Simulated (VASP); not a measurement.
# WS2 (R3m) in VASP: single point with PBE+D3(BJ)

Aim: the single point of WS2 with PBE+D3(BJ).

All numbers are computed with VASP 6.6.1; they aren't measurements. Logs are shortened: lines on timing, memory, paths and dates and some standing lists are left out, and cuts for length are marked.

## Step 1: The cell of the first run

It takes space group R3m (No. 160, trigonal). The conventional cell has a = 3.157 Å, b = 3.157 Å, c = 18.124 Å, α = 90.00°, β = 90.00°, γ = 120.00°. Within 3.2 Å of W (site symmetry 3m) lie 6 S at 2.41 Å and 6 W at 3.16 Å. Within 3.2 Å of S (site symmetry 3m) lie 3 W at 2.41 Å and 7 S at 3.15 to 3.16 Å. Within 3.2 Å of S (site symmetry 3m) lie 3 W at 2.41 Å and 7 S at 3.15 to 3.16 Å.

## Step 2: Single point, PBE+D3(BJ)

INCAR reads:

```
  PREC = Accurate
  ENCUT = 520
  EDIFF = 1E-7
  ISMEAR = 0
  SIGMA = 0.01
  LREAL = F
  LASPH = T
  NELM = 60
  ALGO = Normal
  ISIF = 2
  LWAVE = F
  LCHARG = T
  GGA = PE
  IVDW = 12
  LELF = T
  LVHAR = T
  NBANDS = 20
```

KPOINTS reads:

```
Automatic mesh
0
Gamma
  12 12 12
```

POSCAR reads:

```
WS2
1.0
    1.5787134753      0.9114706500      6.0412129294
   -1.5787134753      0.9114706500      6.0412129294
    0.0000000000     -1.8229412999      6.0412129294
W S
1 2
Direct
    0.0006546095      0.0006546095      0.0006546095
    0.2472514111      0.2472514111      0.2472514111
    0.4207939795      0.4207939795      0.4207939795
```

Potentials or basis: VASP PAW PBE potentials, release 64 (W_sv, S).

Run with:

```
$ cat potpaw_PBE.64/W_sv/POTCAR potpaw_PBE.64/S/POTCAR > POTCAR
$ mpirun -np 1 vasp_std > vasp.out
```

OUTCAR:

```text
PREC = Accurate
   ENCUT = 520
   EDIFF = 1E-7
   ISMEAR = 0
   LREAL = F
   LASPH = T
   NELM = 60
   ISIF = 2
   GGA = PE
   IVDW = 12
 IVDW          = 12

 ion  position               nearest neighbor table
   1  0.001  0.001  0.001-   2 2.41   2 2.41   2 2.41   3 2.41   3 2.41   3 2.41
   2  0.247  0.247  0.247-   1 2.41   1 2.41   1 2.41
   3  0.421  0.421  0.421-   1 2.41   1 2.41   1 2.41

  LATTYP: Found a trigonal (rhomboedric) cell.
 ALAT       =     6.3102589995
 COS(alpha) =     0.8748178928

  Lattice vectors:

 A1 = (   1.5787134753,   0.9114706500,   6.0412129294)
 A2 = (  -1.5787134753,   0.9114706500,   6.0412129294)
 A3 = (   0.0000000000,  -1.8229412999,   6.0412129294)

Analysis of symmetry for initial positions (statically):
=====================================================================
 Subroutine PRICEL returns:
 Original cell was already a primitive cell.

 Routine SETGRP: Setting up the symmetry group for a
 trigonal (rhombohedral) supercell.

 Subroutine GETGRP returns: Found  6 space group operations
 (whereof  6 operations were pure point group operations)
 out of a pool of 12 trial point group operations.

The static configuration has the point symmetry C_3v.

Analysis of symmetry for dynamics (positions and initial velocities):
=====================================================================
 Subroutine PRICEL returns:
 Original cell was already a primitive cell.

 Routine SETGRP: Setting up the symmetry group for a
 trigonal (rhombohedral) supercell.

 Subroutine GETGRP returns: Found  6 space group operations
 (whereof  6 operations were pure point group operations)
 out of a pool of 12 trial point group operations.

The dynamic configuration has the point symmetry C_3v.

 Subroutine INISYM returns: Found  6 space group operations
 (whereof  6 operations are pure point group operations),
 and found     1 'primitive' translations

----------------------------------------------------------------------------------------

                                     Primitive cell

  volume of cell :      52.1581

  direct lattice vectors                    reciprocal lattice vectors
     1.578713475  0.911470650  6.041212929     0.316713582  0.182854672  0.055176558
    -1.578713475  0.911470650  6.041212929    -0.316713582  0.182854672  0.055176558
     0.000000000 -1.822941300  6.041212929     0.000000000 -0.365709344  0.055176558

  length of vectors
     6.310259000  6.310259000  6.310259000     0.369848316  0.369848316  0.369848316

  position of ions in fractional coordinates (direct lattice)
     0.000654610  0.000654610  0.000654610
     0.247251411  0.247251411  0.247251411
     0.420793979  0.420793979  0.420793979

  ion indices of the primitive-cell ions
   primitive index   ion index
                 1           1
                 2           2
                 3           3

----------------------------------------------------------------------------------------

 KPOINTS: Automatic mesh

Automatic generation of k-mesh.
 Grid dimensions read from file:
 generate k-points for:   12   12   12

 Generating k-lattice:

  Cartesian coordinates                     Fractional coordinates (reciprocal lattice)
     0.026392799  0.015237889  0.004598046     0.083333333  0.000000000  0.000000000
    -0.026392799  0.015237889  0.004598046     0.000000000  0.083333333  0.000000000
     0.000000000 -0.030475779  0.004598046    -0.000000000 -0.000000000  0.083333333

  Length of vectors
     0.030820693  0.030820693  0.030820693

  Shift w.r.t. Gamma in fractional coordinates (k-lattice)
     0.000000000  0.000000000  0.000000000

 Subroutine IBZKPT returns following result:
 ===========================================

 Found    189 irreducible k-points:

 Following reciprocal coordinates:
            Coordinates               Weight
  0.000000  0.000000  0.000000      1.000000
  0.083333  0.000000  0.000000      6.000000
  0.166667  0.000000  0.000000      6.000000
  0.250000  0.000000  0.000000      6.000000
  0.333333  0.000000  0.000000      6.000000
  0.416667 -0.000000 -0.000000      6.000000
[... 16 lines left out ...]
  0.500000  0.166667  0.000000     12.000000
 -0.416667  0.166667  0.000000     12.000000
 [... further k-points ...]
   k-points           NKPTS =    189   k-points in BZ     NKDIM =    189   number of bands    NBANDS=     20
   number of dos      NEDOS =    301   number of ions     NIONS =      3
   total plane-waves  NPLWV = 110592
   dimension x,y,z NGX =    48 NGY =   48 NGZ =   48
   dimension x,y,z NGXF=    96 NGYF=   96 NGZF=   96
   ions per type =               1   2
   NGX,Y,Z   is equivalent  to a cutoff of  12.65, 12.65, 12.65 a.u.
   NGXF,Y,Z  is equivalent  to a cutoff of  25.29, 25.29, 25.29 a.u.
 SYSTEM =  unknown system
   PREC   = accura    normal or accurate (medium, high low for compatibility)
   ISTART =      0    job   : 0-new  1-cont  2-samecut
   ICHARG =      2    charge: 1-file 2-atom 10-const
   ISPIN  =      1    spin polarized calculation?
   LNONCOLLINEAR =      F non collinear calculations
   LSORBIT =      F    spin-orbit coupling
   LASPH  =      T    aspherical Exc in radial PAW
   ENCUT  =  520.0 eV  38.22 Ry    6.18 a.u.  11.73 11.73 11.73*2*pi/ulx,y,z
   NELM   =     60;   NELMIN=  2; NELMDL= -5     # of ELM steps
   EDIFF  = 0.1E-06   stopping-criterion for ELM
   LREAL  =      F    real-space projection
   EDIFFG = 0.1E-05   stopping-criterion for IOM
   NSW    =      0    number of steps for IOM
   IBRION =     -1    ionic relax: 0-MD 1-quasi-New 2-CG
   NFREE  =      0    steps in history (QN), initial steepest desc. (CG)
   ISIF   =      2    stress and relaxation
   ISYM   =      2    0-nonsym 1-usesym 2-fastsym
   POTIM  = 0.5000    time-step for ionic-motion
   TEBEG  =    0.0;   TEEND  =   0.0 temperature during run
   PSTRESS=    0.0 pullay stress
   NELECT =      26.0000    total number of electrons
   NUPDOWN=      -1.0000    fix difference up-down
   EMIN   =  10.00;   EMAX   =-10.00  energy-range for DOS
   EFERMI =   0.00;   METHOD = LEGACY
   ISMEAR =     0;   SIGMA  =   0.01  broadening in eV -4-tet -1-fermi 0-gaus
   EFERMI_NEDOS =   21; number of points for ismear=-14 and -15
   IALGO  =     38    algorithm
   IMIX   =      4    mixing-type and parameters
     AMIX     =   0.40;   BMIX     =  1.00
     AMIX_MAG =   1.60;   BMIX_MAG =  1.00
  volume/ion in A,a.u.               =      17.39       117.33
  Fermi-wavevector in a.u.,A,eV,Ry     =   1.298052  2.452963 22.924993  1.684939
  Thomas-Fermi vector in A             =   2.429405
   LORBIT       =      0    0 simple, 1 ext, 2 COOP (PROOUT), +10 PAW based schemes
   GGA     = PE    functional components
   LHFCALC =     F    Hartree Fock is set to
   AEXX    =    0.0000 exact exchange contribution
   IVDW    =    12    specifies the selected vdW correction
   LEPSILON=     F    determine dielectric tensor
   LRPA    =     F    only Hartree local field effects (RPA)
 non-spin polarized calculation
 Gauss-broadening in eV      SIGMA  =   0.01
  energy-cutoff  :      520.00
  volume of cell :       52.16
 maximum number of plane-waves:      1422
   NGX = 23   NGY = 23   NGZ = 23

 number of electron      25.9999999 magnetization

 Free energy of the ion-electron system (eV)
  ---------------------------------------------------
  ext. energy  EPLUGINS =         0.00000000
  ---------------------------------------------------
  free energy    TOTEN  =       -23.58887422 eV

  energy without entropy =      -23.58887422  energy(sigma->0) =      -23.58887422

 E-fermi :   7.9519     XC(G=0): -11.0981

 val. band max:        7.8211948449   @ k =   0.5000   0.5000   0.5000
 cond. band min:       8.7552548882   @ k =  -0.1667   0.1667   0.0000
 fundamental gap:      0.9340600433
 Fermi energy:         7.9519466766

 k-point     1 :       0.0000    0.0000    0.0000
  band No.  band energies     occupation
      1     -66.8829      2.00000
      2     -31.1410      2.00000
      3     -30.9633      2.00000
      4     -30.9633      2.00000
      5      -7.9232      2.00000
      6      -5.8672      2.00000
[... 12 lines left out ...]
     19      15.5109      0.00000
     20      16.6588      0.00000

 k-point     2 :       0.0833    0.0000    0.0000
  band No.  band energies     occupation
      1     -66.8817      2.00000
      2     -31.1366      2.00000
      3     -30.9881      2.00000
      4     -30.9691      2.00000
      5      -7.8035      2.00000
      6      -5.8344      2.00000
[... 12 lines left out ...]
     19      15.9748      0.00000
     20      16.6010      0.00000

 k-point     3 :       0.1667    0.0000    0.0000
  band No.  band energies     occupation
      1     -66.8782      2.00000
      2     -31.1243      2.00000
      3     -31.0553      2.00000
      4     -30.9848      2.00000
      5      -7.4613      2.00000
      6      -5.7404      2.00000
[... 12 lines left out ...]
     19      16.2021      0.00000
     20      16.8631      0.00000

 k-point     4 :       0.2500    0.0000    0.0000
  band No.  band energies     occupation
      1     -66.8735      2.00000
      2     -31.1459      2.00000
      3     -31.1076      2.00000
      4     -31.0061      2.00000
      5      -6.9480      2.00000
      6      -5.6002      2.00000
[... 12 lines left out ...]
     19      15.9431      0.00000
     20      16.6009      0.00000

 k-point     5 :       0.3333    0.0000    0.0000
  band No.  band energies     occupation
      1     -66.8689      2.00000
      2     -31.2351      2.00000
      3     -31.0908      2.00000
      4     -31.0273      2.00000
      5      -6.3579      2.00000
      6      -5.4446      2.00000
[... 12 lines left out ...]
     19      15.2160      0.00000
     20      15.5676      0.00000

 k-point     6 :       0.4167   -0.0000   -0.0000
  band No.  band energies     occupation
      1     -66.8655      2.00000
      2     -31.2995      2.00000
      3     -31.0785      2.00000
      4     -31.0428      2.00000
      5      -5.8469      2.00000
      6      -5.3221      2.00000
[... 12 lines left out ...]
     19      14.4568      0.00000
     20      15.1044      0.00000

 k-point     7 :       0.5000    0.0000    0.0000
  band No.  band energies     occupation
      1     -66.8642      2.00000
      2     -31.3229      2.00000
      3     -31.0740      2.00000
      4     -31.0484      2.00000
      5      -5.6315      2.00000
      6      -5.2788      2.00000
[... 12 lines left out ...]
     19      14.2679      0.00000
     20      14.9829      0.00000
[... 277 lines left out ...]
 k-point    20 :       0.2500    0.1667    0.0000
  band No.  band energies     occupation
      1     -66.8753      2.00000
      2     -31.1138      2.00000
      3     -31.1085      2.00000
      4     -31.0028      2.00000
      5      -7.1140      2.00000
      6      -5.7042      2.00000
[... 12 lines left out ...]
     19      16.1238      0.00000
     20      16.5667      0.00000

 k-point    21 :       0.3333    0.1667    0.0000
  band No.  band energies     occupation
      1     -66.8712      2.00000
      2     -31.1737      2.00000
      3     -31.0992      2.00000
      4     -31.0341      2.00000
      5      -6.6329      2.00000
      6      -5.5738      2.00000
[... 12 lines left out ...]
     19      16.0770      0.00000
     20      16.6975      0.00000

 k-point    22 :       0.4167    0.1667    0.0000
  band No.  band energies     occupation
      1     -66.8672      2.00000
      2     -31.2349      2.00000
      3     -31.0847      2.00000
      4     -31.0687      2.00000
      5      -6.0924      2.00000
      6      -5.4154      2.00000
[... 12 lines left out ...]
     19      15.8160      0.00000
     20      16.2858      0.00000

 k-point    23 :       0.5000    0.1667    0.0000
  band No.  band energies     occupation
      1     -66.8642      2.00000
      2     -31.2781      2.00000
      3     -31.0951      2.00000
      4     -31.0740      2.00000
      5      -5.6421      2.00000
      6      -5.2781      2.00000
[... 12 lines left out ...]
     19      15.7240      0.00000
     20      16.1333      0.00000

 k-point    24 :      -0.4167    0.1667    0.0000
  band No.  band energies     occupation
      1     -66.8631      2.00000
      2     -31.2937      2.00000
      3     -31.1049      2.00000
      4     -31.0701      2.00000
      5      -5.4668      2.00000
      6      -5.2175      2.00000
[... 12 lines left out ...]
     19      15.9401      0.00000
     20      16.0715      0.00000

 [... further k-points ...]

------------------------ aborting loop because EDIFF is reached ----------------------------------------

 Edisp (eV)   -1.30971

 E8    (eV) :    -0.5505

  FORCE on cell =-STRESS in cart. coord.  units (eV):
  Direction    XX          YY          ZZ          XY          YZ          ZX
  --------------------------------------------------------------------------------------
  -------------------------------------------------------------------------------------
  Total      -0.01149    -0.01149    -0.00896     0.00000    -0.00000     0.00000
  in kB      -0.35300    -0.35300    -0.27522     0.00000    -0.00000     0.00000
  external pressure =       -0.33 kB  Pullay stress =        0.00 kB

 VOLUME and BASIS-vectors are now :
 -----------------------------------------------------------------------------
  energy-cutoff  :      520.00
  volume of cell :       52.16
      direct lattice vectors                 reciprocal lattice vectors
     1.578713475  0.911470650  6.041212929     0.316713582  0.182854672  0.055176558
    -1.578713475  0.911470650  6.041212929    -0.316713582  0.182854672  0.055176558
     0.000000000 -1.822941300  6.041212929     0.000000000 -0.365709344  0.055176558

 POSITION                                       TOTAL-FORCE (eV/Angst)
 -----------------------------------------------------------------------------------
      0.00000      0.00000      0.01186         0.000000      0.000000      0.000243
      0.00000      0.00000      4.48110         0.000000     -0.000000     -0.003027
      0.00000      0.00000      7.62632         0.000000      0.000000      0.002784
 -----------------------------------------------------------------------------------
    total drift:                                0.000000      0.000000      0.000172

  FREE ENERGIE OF THE ION-ELECTRON SYSTEM (eV)
  ---------------------------------------------------
  free  energy   TOTEN  =       -24.8985832089 eV

  energy  without entropy=      -24.8985832089  energy(sigma->0) =      -24.89858321
```

Wall time 19 min (1 thread of AMD EPYC 9755, shared host); peak memory 0.4 GiB.

What came out:

```
Free energy                : -24.8986 eV
Pressure                   : 0.0 GPa
Largest force              : 0.003 eV/Å
Band gap on the k mesh     : 0.93 eV (least direct gap 1.92 eV)
Dispersion energy per atom : -0.437 eV
```

Forces in eV/Å, atoms in the order of the input:
```
W    0.000  0.000  0.000
S    0.000  0.000 -0.003
S    0.000  0.000  0.003
```

Caveat: spin-orbit coupling is left out, which moves the levels of the heavy elements. A k mesh can miss the band edges.
